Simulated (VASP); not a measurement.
Here is a VASP 6.6.1 calculation.

File INCAR:

```
PREC = Accurate ; ENCUT = 520
EDIFF = 1E-6 ; ISMEAR = -1
SIGMA = 0.05 ; LREAL = Auto
LASPH = T ; NELM = 120
ALGO = Normal ; ISIF = 2
LWAVE = F ; LCHARG = T
GGA = PS ; LELF = T
LVHAR = T ; NBANDS = 66
GGA_COMPAT = F
```

File KPOINTS:

```
regular mesh
0
Gamma
  1 1 1
```

File POSCAR:

```
H21O10F
1.0
    6.9382320000      0.0000000000      0.0000000000
    0.0000000000      6.9382320000      0.0000000000
    0.0000000000      0.0000000000      6.9382320000
O H F
10 21 1
Direct
    0.4183918900      0.4887123982      0.7535060805
    0.9187787321      0.9209839048      0.9978190409
    0.2655719786      1.0170602540      0.0427198168
   -0.0498686121      0.1971972110      0.4056653049
    0.5336950393      0.2349589924      0.2888199760
    1.0713247986      0.4367250908      0.1479915921
    0.5414491761      0.7982148766      0.4649887752
    0.1713837185      0.9113560919      0.5817476268
    0.4217068556      0.6861113898      0.1200449913
    0.5495636352      0.1766588376      0.8855858380
    0.5573465978      0.5549540575      0.7678469097
    0.3622824950      0.5547378641      0.6619265542
    0.8185370567      0.8126421832      0.9740521793
    0.8786820619      1.0250449971      1.0887643999
    0.3554651963      1.0539860875     -0.0594531863
    0.1293413077      0.9564828619      0.0023348888
    0.0002306063      0.2967038289      0.3042273594
   -0.1425867570      0.2657593462      0.4870116767
    0.4169938394      0.2345554314      0.3699357416
    0.4844173559      0.1752175482      0.1648690906
    1.0095078977      0.5652160377      0.1456567033
    1.2178895142      0.4634033569      0.1448351684
    0.5231015625      0.6739036688      0.2153862828
    0.5864894688      0.8998401898      0.4014135013
    0.0762874461      0.9782175056      0.5089048622
    0.2908233683      0.9009643955      0.4988446624
    0.3304155871      0.8954154315      0.1023891966
    0.4497255209      0.6165691779     -0.0056498543
    0.4959332579      0.3102375360      0.8560105802
    0.6332448958      0.1865749084      0.7861512847
    0.6482775439      0.7645895957      0.5550837735
    0.7497154895      0.6387362083      0.7556391888
```

Potentials or basis: VASP PAW PBE potentials, release 64 (O, H, F).

Run with:

```console
$ cat potpaw_PBE.64/O/POTCAR potpaw_PBE.64/H/POTCAR potpaw_PBE.64/F/POTCAR > POTCAR
$ mpirun -np 1 vasp_gam > vasp.out
```

Question: Estimate the largest force.

Answer: 7.873 eV/Å.

Question: Predict the band gap on the k mesh.

Answer: 3.67 eV.

Question: Estimate the pressure.

Answer: 0.6 GPa.

Forces on the atoms (eV/Å):
```
O    4.336 -2.739  5.974
O   -0.458 -0.386  0.501
O   -1.156 -1.629  1.538
O    0.250  0.346 -0.614
O   -1.235 -0.730 -0.769
O    1.738  0.739 -0.196
O   -1.384 -4.488  2.424
O    2.251 -1.084  0.175
O   -0.774 -0.134 -1.428
O   -2.811  0.631  2.958
H    0.275  0.002 -0.773
H   -3.578  3.661 -5.156
H    1.231  1.338 -0.397
H   -0.389 -0.873 -0.363
H    0.867  0.634 -1.628
H   -0.288  0.450 -0.389
H   -0.511 -0.598  0.945
H    0.227 -0.048 -0.385
H    0.363  0.067 -0.058
H    0.853  0.853  1.147
H    0.422 -0.556 -0.036
H   -2.003  0.045  0.095
H    0.394 -0.237  0.734
H    2.009  5.090 -2.936
H   -1.034  1.178 -0.809
H   -1.054 -0.087  1.008
H    0.172 -0.264 -0.306
H   -0.209  0.551  0.710
H   -0.952 -0.480  0.273
H    3.421 -0.910 -3.322
H   -0.067 -0.572  0.690
F   -0.905  0.227  0.395
```

Caveat: the k points lie up to 0.91 Å⁻¹ apart; the atoms stand as in a frame of molecular dynamics; the PAW data sets were made with another functional, which shifts forces and pressure a little.
